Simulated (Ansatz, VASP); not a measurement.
**One calculation of HfO3, two programs**

```
Hf O
1.0
     4.77599    0.00000    0.00000
     0.00000    4.77599    0.00000
     0.00000    0.00000    4.77599
Hf O
2 6
Direct
  0.00000 0.00000 0.00000
  0.50000 0.50000 0.50000
  0.25000 0.00000 0.50000
  0.75000 0.00000 0.50000
  0.50000 0.25000 0.00000
  0.50000 0.75000 0.00000
  0.00000 0.50000 0.25000
  0.00000 0.50000 0.75000
```

Alike in both runs: task relaxation of cell and atoms; functional PBE; k mesh 4 × 4 × 4; occupations gaussian, width 0.1 eV; no spin polarisation.

|  | VASP | Ansatz |
| --- | --- | --- |
| version | VASP 6.6.1 | Ansatz 0.2.0 |
| potentials or method | VASP PAW PBE potentials, release 64 (Hf_pv, O), cutoff 600 eV | scalar-relativistic, plane waves, PAW |
| valence electrons in the cell | 56 | 88 |

|  | VASP | Ansatz | Ansatz less VASP |
| --- | --- | --- | --- |
| gap on the k mesh at the Fermi level, each at its own relaxed structure (eV) | none | none | - |
| relaxed volume (Å³/atom) | 8.74 | 8.88 | +0.140 |
| relaxed cell length with the largest relative difference (Å) | 4.120 | 4.142 | +0.0219 |

A gap of «none» marks a metal or a gap that the smearing closes. VASP's potentials hold 56 valence electrons a cell and Ansatz's 88, so a difference there can come from the potentials and not from the codes.

Spin-orbit coupling is off throughout. Noted on VASP's run: the volume moved by over 15 % at a fixed basis, so the end points are rough.
